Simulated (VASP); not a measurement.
Here is a VASP 6.6.1 calculation.

The input POSCAR:

```
AlAs
1.0
    0.0000000000      2.7905833893      2.7905833893
    2.7905833893      0.0000000000      2.7905833893
    2.7905833893      2.7905833893      0.0000000000
Al As
1 1
Direct
    0.0000000000      0.0000000000      0.0000000000
    0.7500000000      0.7500000000      0.7500000000
```

The input INCAR.step1:

```
ALGO = Normal
EDIFF = 1E-5
ENCUT = 550
GGA = PE
GGA_COMPAT = F
ISMEAR = 0
LASPH = T
LCHARG = F
LREAL = F
LWAVE = T
NBANDS = 11
NELM = 120
PREC = Accurate
SIGMA = 0.05
```

Contents of INCAR.step2:

```
ALGO = Normal
EDIFF = 1E-6
ENCUT = 550
GGA_COMPAT = F
ISIF = 2
ISMEAR = 0
ISTART = 1
IVDW = 12
LASPH = T
LCHARG = F
LMIXTAU = T
LREAL = F
LWAVE = F
METAGGA = R2SCAN
NBANDS = 11
NELM = 120
PREC = Accurate
SIGMA = 0.05
VDW_A1 = 0.49484001
VDW_A2 = 5.73083694
VDW_S6 = 1.0
VDW_S8 = 0.78981345
```

File KPOINTS:

```
k-points
0
Gamma
  8 8 8
```

Potentials or basis: VASP PAW PBE potentials, release 64 (Al, As).

The run is started by

```console
$ cat potpaw_PBE.64/Al/POTCAR potpaw_PBE.64/As/POTCAR > POTCAR
$ cp INCAR.step1 INCAR
$ mpirun -np 1 vasp_std > vasp.out
$ cp INCAR.step2 INCAR
$ mpirun -np 1 vasp_std > vasp.out
```

(1) What does it give for the pressure?

(2) Estimate the dispersion energy per atom.

(3) What does it give for the band gap on the k mesh?

## Answers

(1) 3.2 GPa.

(2) -0.155 eV.

(3) 1.72 eV (least direct gap 3.08 eV).

Caveat: three body term missing; the cell stands under pressure; the PAW data sets were made with another functional, which shifts forces and pressure a little.
